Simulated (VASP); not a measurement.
# Rh (Pm-3n) in VASP: relaxation of cell and atoms with BLYP

Aim: the relaxation of cell and atoms of Rh with BLYP.

Program: VASP 6.6.1. These are calculated values, not measurements. Logs are shortened: lines on timing, memory, paths and dates and some standing lists are left out, and cuts for length are marked.

## (1) The cell of the first run

It takes space group Pm-3n (No. 223, cubic). Conventional cell: a = 4.792 Å, b = 4.792 Å, c = 4.792 Å, α = 90.00°, β = 90.00°, γ = 90.00°. Rh (site symmetry m-3) has 12 Rh at 2.68 Å within 3.5 Å. Rh (site symmetry -4m2) has 14 Rh at 2.40 to 2.93 Å within 3.2 Å.

## (2) Relaxation of cell and atoms, BLYP

INCAR reads:

```
SYSTEM = Rh
AGGAC = 1.0
AGGAX = 1.0
ALDAC = 0.0
ALDAX = 1.0
ALGO = Normal
EDIFF = 1E-7
EDIFFG = -0.01
ENCUT = 600
GGA = B5
IBRION = 2
ISIF = 3
ISMEAR = -1
LASPH = .True.
LCHARG = .False.
LREAL = .False.
LWAVE = .False.
NELM = 60
NSW = 80
PREC = Accurate
SIGMA = 0.1
```

KPOINTS reads:

```
k-points
0
Gamma
  6 6 6
  0 0 0
```

POSCAR reads:

```
Rh
1.0
    4.7916057449      0.0000000000      0.0000000000
    0.0000000000      4.7916057449      0.0000000000
    0.0000000000      0.0000000000      4.7916057449
Rh
8
Direct
    0.0000000000      0.0000000000      0.0000000000
    0.5000000000      0.5000000000      0.5000000000
    0.2500000000      0.0000000000      0.5000000000
    0.7500000000      0.0000000000      0.5000000000
    0.5000000000      0.2500000000      0.0000000000
    0.5000000000      0.7500000000      0.0000000000
    0.0000000000      0.5000000000      0.2500000000
    0.0000000000      0.5000000000      0.7500000000
```

Potentials or basis: VASP PAW PBE potentials, release 64 (Rh_pv).

Command:

```bash
$ cat potpaw_PBE.64/Rh_pv/POTCAR > POTCAR
$ mpirun -np 1 vasp_std > vasp.out
```

OUTCAR:

```text
SYSTEM = Rh
   EDIFF = 1E-7
   EDIFFG = -0.01
   ENCUT = 600
   GGA = B5
   IBRION = 2
   ISIF = 3
   ISMEAR = -1
   LASPH = .True.
   LREAL = .False.
   NELM = 60
   NSW = 80
   PREC = Accurate

 ion  position               nearest neighbor table
   1  0.000  0.000  0.000-   3 2.68   4 2.68   5 2.68   6 2.68   7 2.68   8 2.68   3 2.68   4 2.68
                             7 2.68   8 2.68   5 2.68   6 2.68
   2  0.500  0.500  0.500-   3 2.68   4 2.68   5 2.68   6 2.68   7 2.68   8 2.68   5 2.68   6 2.68
                             3 2.68   4 2.68   7 2.68   8 2.68
   3  0.250  0.000  0.500-   4 2.40   4 2.40   1 2.68   1 2.68   2 2.68   2 2.68   8 2.93   5 2.93
                             5 2.93   6 2.93   6 2.93   7 2.93   8 2.93   7 2.93
   4  0.750  0.000  0.500-   3 2.40   3 2.40   1 2.68   1 2.68   2 2.68   2 2.68   8 2.93   5 2.93
                             5 2.93   6 2.93   6 2.93   7 2.93   8 2.93   7 2.93
   5  0.500  0.250  0.000-   6 2.40   6 2.40   1 2.68   2 2.68   2 2.68   1 2.68   8 2.93   4 2.93
                             3 2.93   4 2.93   3 2.93   7 2.93   7 2.93   8 2.93
   6  0.500  0.750  0.000-   5 2.40   5 2.40   1 2.68   2 2.68   2 2.68   1 2.68   8 2.93   4 2.93
                             3 2.93   4 2.93   3 2.93   7 2.93   7 2.93   8 2.93
   7  0.000  0.500  0.250-   8 2.40   8 2.40   1 2.68   2 2.68   1 2.68   2 2.68   3 2.93   4 2.93
                             5 2.93   3 2.93   4 2.93   6 2.93   5 2.93   6 2.93
   8  0.000  0.500  0.750-   7 2.40   7 2.40   1 2.68   2 2.68   1 2.68   2 2.68   3 2.93   4 2.93
                             5 2.93   3 2.93   4 2.93   6 2.93   5 2.93   6 2.93

  LATTYP: Found a simple cubic cell.
 ALAT       =     4.7916057449

  Lattice vectors:

 A1 = (   4.7916057449,   0.0000000000,   0.0000000000)
 A2 = (   0.0000000000,   4.7916057449,   0.0000000000)
 A3 = (   0.0000000000,   0.0000000000,   4.7916057449)

Analysis of symmetry for initial positions (statically):
=====================================================================
 Subroutine PRICEL returns:
 Original cell was already a primitive cell.

 Routine SETGRP: Setting up the symmetry group for a
 simple cubic supercell.

 Subroutine GETGRP returns: Found 48 space group operations
 (whereof 24 operations were pure point group operations)
 out of a pool of 48 trial point group operations.

The static configuration has the point symmetry T_h .
 The point group associated with its full space group is O_h .

Analysis of symmetry for dynamics (positions and initial velocities):
=====================================================================
 Subroutine PRICEL returns:
 Original cell was already a primitive cell.

 Routine SETGRP: Setting up the symmetry group for a
 simple cubic supercell.

 Subroutine GETGRP returns: Found 48 space group operations
 (whereof 24 operations were pure point group operations)
 out of a pool of 48 trial point group operations.

The dynamic configuration has the point symmetry T_h .
 The point group associated with its full space group is O_h .

 Subroutine INISYM returns: Found 48 space group operations
 (whereof 24 operations are pure point group operations),
 and found     1 'primitive' translations

----------------------------------------------------------------------------------------

                                     Primitive cell

  volume of cell :     110.0128

  direct lattice vectors                    reciprocal lattice vectors
     4.791605745  0.000000000  0.000000000     0.208698306  0.000000000  0.000000000
     0.000000000  4.791605745  0.000000000     0.000000000  0.208698306  0.000000000
     0.000000000  0.000000000  4.791605745     0.000000000  0.000000000  0.208698306

  length of vectors
     4.791605745  4.791605745  4.791605745     0.208698306  0.208698306  0.208698306

  position of ions in fractional coordinates (direct lattice)
     0.000000000  0.000000000  0.000000000
     0.500000000  0.500000000  0.500000000
     0.250000000  0.000000000  0.500000000
     0.750000000  0.000000000  0.500000000
     0.500000000  0.250000000  0.000000000
     0.500000000  0.750000000  0.000000000
     0.000000000  0.500000000  0.250000000
     0.000000000  0.500000000  0.750000000

  ion indices of the primitive-cell ions
   primitive index   ion index
                 1           1
                 2           2
                 3           3
                 4           4
                 5           5
                 6           6
                 7           7
                 8           8

----------------------------------------------------------------------------------------

 KPOINTS: k-points

Automatic generation of k-mesh.
 Grid dimensions read from file:
 generate k-points for:    6    6    6

 Generating k-lattice:

  Cartesian coordinates                     Fractional coordinates (reciprocal lattice)
     0.034783051  0.000000000  0.000000000     0.166666667  0.000000000  0.000000000
     0.000000000  0.034783051  0.000000000     0.000000000  0.166666667  0.000000000
     0.000000000  0.000000000  0.034783051     0.000000000  0.000000000  0.166666667

  Length of vectors
     0.034783051  0.034783051  0.034783051

  Shift w.r.t. Gamma in fractional coordinates (k-lattice)
     0.000000000  0.000000000  0.000000000

 Subroutine IBZKPT returns following result:
 ===========================================

 Found     20 irreducible k-points:

 Following reciprocal coordinates:
            Coordinates               Weight
  0.000000  0.000000  0.000000      1.000000
  0.166667  0.000000  0.000000      6.000000
  0.333333  0.000000  0.000000      6.000000
  0.500000  0.000000  0.000000      3.000000
  0.166667  0.166667  0.000000     12.000000
  0.333333  0.166667  0.000000     24.000000
[... 12 lines left out ...]
  0.500000  0.500000  0.333333      6.000000
  0.500000  0.500000  0.500000      1.000000
   k-points           NKPTS =     20   k-points in BZ     NKDIM =     20   number of bands    NBANDS=     72
   number of dos      NEDOS =    301   number of ions     NIONS =      8
   total plane-waves  NPLWV =  64000
   dimension x,y,z NGX =    40 NGY =   40 NGZ =   40
   dimension x,y,z NGXF=    80 NGYF=   80 NGZF=   80
   ions per type =               8
   NGX,Y,Z   is equivalent  to a cutoff of  13.88, 13.88, 13.88 a.u.
   NGXF,Y,Z  is equivalent  to a cutoff of  27.76, 27.76, 27.76 a.u.
 SYSTEM =  Rh
   PREC   = accura    normal or accurate (medium, high low for compatibility)
   ISTART =      0    job   : 0-new  1-cont  2-samecut
   ICHARG =      2    charge: 1-file 2-atom 10-const
   ISPIN  =      1    spin polarized calculation?
   LNONCOLLINEAR =      F non collinear calculations
   LSORBIT =      F    spin-orbit coupling
   LASPH  =      T    aspherical Exc in radial PAW
   ENCUT  =  600.0 eV  44.10 Ry    6.64 a.u.   9.57  9.57  9.57*2*pi/ulx,y,z
   NELM   =     60;   NELMIN=  2; NELMDL= -5     # of ELM steps
   EDIFF  = 0.1E-06   stopping-criterion for ELM
   LREAL  =      F    real-space projection
   EDIFFG = -.1E-01   stopping-criterion for IOM
   NSW    =     80    number of steps for IOM
   IBRION =      2    ionic relax: 0-MD 1-quasi-New 2-CG
   NFREE  =      1    steps in history (QN), initial steepest desc. (CG)
   ISIF   =      3    stress and relaxation
   ISYM   =      2    0-nonsym 1-usesym 2-fastsym
   POTIM  = 0.5000    time-step for ionic-motion
   TEBEG  =    0.0;   TEEND  =   0.0 temperature during run
   PSTRESS=    0.0 pullay stress
   NELECT =     120.0000    total number of electrons
   NUPDOWN=      -1.0000    fix difference up-down
   EMIN   =  10.00;   EMAX   =-10.00  energy-range for DOS
   EFERMI =   0.00;   METHOD = LEGACY
   ISMEAR =    -1;   SIGMA  =   0.10  broadening in eV -4-tet -1-fermi 0-gaus
   EFERMI_NEDOS =   21; number of points for ismear=-14 and -15
   IALGO  =     38    algorithm
   IMIX   =      4    mixing-type and parameters
     AMIX     =   0.40;   BMIX     =  1.00
     AMIX_MAG =   1.60;   BMIX_MAG =  1.00
  volume/ion in A,a.u.               =      13.75        92.80
  Fermi-wavevector in a.u.,A,eV,Ry     =   1.685211  3.184586 38.639656  2.839935
  Thomas-Fermi vector in A             =   2.768095
   LORBIT       =      0    0 simple, 1 ext, 2 COOP (PROOUT), +10 PAW based schemes
   GGA     = B5    functional components
   LHFCALC =     F    Hartree Fock is set to
   AEXX    =    0.0000 exact exchange contribution
   IVDW    =     0    specifies the selected vdW correction
   LEPSILON=     F    determine dielectric tensor
   LRPA    =     F    only Hartree local field effects (RPA)
 conjugate gradient relaxation of ions
 non-spin polarized calculation
  energy-cutoff  :      600.00
  volume of cell :      110.01
 maximum number of plane-waves:      3743
 NGX is ok and might be reduce to    40
   NGX = 19   NGY = 19   NGZ = 19

--------------------------------------- Ionic step        1  -------------------------------------------

 number of electron     120.0000030 magnetization

 Free energy of the ion-electron system (eV)
  ---------------------------------------------------
  ext. energy  EPLUGINS =         0.00000000
  ---------------------------------------------------
  free energy    TOTEN  =       -46.35405005 eV

  energy without entropy =      -45.87041948  energy(sigma->0) =      -46.11223476

------------------------ aborting loop because EDIFF is reached ----------------------------------------

  FORCE on cell =-STRESS in cart. coord.  units (eV):
  Direction    XX          YY          ZZ          XY          YZ          ZX
  --------------------------------------------------------------------------------------
  -------------------------------------------------------------------------------------
  Total       20.6899878     20.6899878     20.6899878     -0.0000000     -0.0000000     -0.0000000
  in kB      301.3197409    301.3197409    301.3197409     -0.0000000     -0.0000000     -0.0000000
  external PRESSURE =     301.3197409 kB  Pullay stress =       0.0000000 kB
[... 27 lines left out ...]
  energy  without entropy=      -45.8704194754  energy(sigma->0) =      -46.11223476

--------------------------------------- Ionic step        2  -------------------------------------------

 number of electron     120.0000074 magnetization

 E-fermi :   6.9862     XC(G=0): -11.2647

 val. band max:        6.9853119422   @ k =   0.5000   0.3333   0.0000
 cond. band min:       6.9949308578   @ k =   0.5000   0.5000   0.3333
 fundamental gap:      0.0096189156
 Fermi energy:         6.9862296861

 k-point     1 :       0.0000    0.0000    0.0000
  band No.  band energies     occupation
      1     -39.0238      2.00000
      2     -39.0238      2.00000
      3     -39.0034      2.00000
      4     -38.7434      2.00000
      5     -38.7434      2.00000
      6     -38.7434      2.00000
[... 1696 lines left out ...]
  energy  without entropy=      -46.8968243460  energy(sigma->0) =      -47.18577013

--------------------------------------- Ionic step        7  -------------------------------------------

 number of electron     119.9999950 magnetization

 Free energy of the ion-electron system (eV)
  ---------------------------------------------------
  ext. energy  EPLUGINS =         0.00000000
  ---------------------------------------------------
  free energy    TOTEN  =       -47.47471720 eV

  energy without entropy =      -46.89681210  energy(sigma->0) =      -47.18576465

 E-fermi :  10.4463     XC(G=0): -12.6550

 val. band max:       10.4440367037   @ k =   0.5000   0.3333   0.1667
 cond. band min:      10.4565353295   @ k =   0.5000   0.5000   0.0000
 fundamental gap:      0.0124986257
 Fermi energy:        10.4463459738

 k-point     1 :       0.0000    0.0000    0.0000
  band No.  band energies     occupation
      1     -36.3544      2.00000
      2     -36.3544      2.00000
      3     -36.3008      2.00000
      4     -35.9054      2.00000
      5     -35.9054      2.00000
      6     -35.9054      2.00000
[... 1524 lines left out ...]
  FREE ENERGIE OF THE ION-ELECTRON SYSTEM (eV)
  ---------------------------------------------------
  free  energy   TOTEN  =       -47.4747171998 eV

  energy  without entropy=      -46.8968120991  energy(sigma->0) =      -47.18576465

 reached required accuracy - stopping structural energy minimisation
```

Wall time 8.9 min (1 thread of Intel Xeon 6975P-C (Granite Rapids), shared host); peak memory 0.33 GiB.

What came out:

| Item | Value |
| --- | --- |
| Free energy | -47.4747 eV |
| Relaxed volume | 15.42 Å³/atom |
| Relaxed cell | a = 4.978 Å, b = 4.978 Å, c = 4.978 Å, α = 90.00°, β = 90.00°, γ = 90.00° |
| Space group after relaxing (to 0.1 Å) | Pm-3n (No. 223) |
| Energy gained by relaxing | 140.1 meV/atom |
| Ionic steps | 7 |
| Pressure after relaxing | 0.1 GPa |
| Band gap on the k mesh | zero (bands 60 and 61 overlap by 0.39 eV) |

The path:
```tsv
step	energy change (eV)	largest force (eV/Å)	pressure (GPa)	volume (Å³)
1	0.0000	0.0000	30.13	110.01
2	2.0979	0.0000	-24.10	156.54
3	-1.1138	0.0000	-1.86	124.64
4	-1.1205	0.0000	-0.33	123.64
5	-1.1207	0.0000	0.11	123.36
6	-1.1207	0.0000	0.11	123.36
7	-1.1207	0.0000	0.10	123.36
```

Final structure:
```xyz
8
Lattice="4.9781 0.0000 0.0000 0.0000 4.9781 0.0000 0.0000 0.0000 4.9781" Properties=species:S:1:pos:R:3 pbc="T T T"
Rh    4.9781    0.0000    0.0000
Rh    2.4890    2.4890    2.4890
Rh    1.2445    0.0000    2.4890
Rh    3.7336    0.0000    2.4890
Rh    2.4890    1.2445    0.0000
Rh    2.4890    3.7336    0.0000
Rh    0.0000    2.4890    1.2445
Rh    0.0000    2.4890    3.7336
```

Caveat: the PAW data sets were made with another functional, which shifts forces and pressure a little.
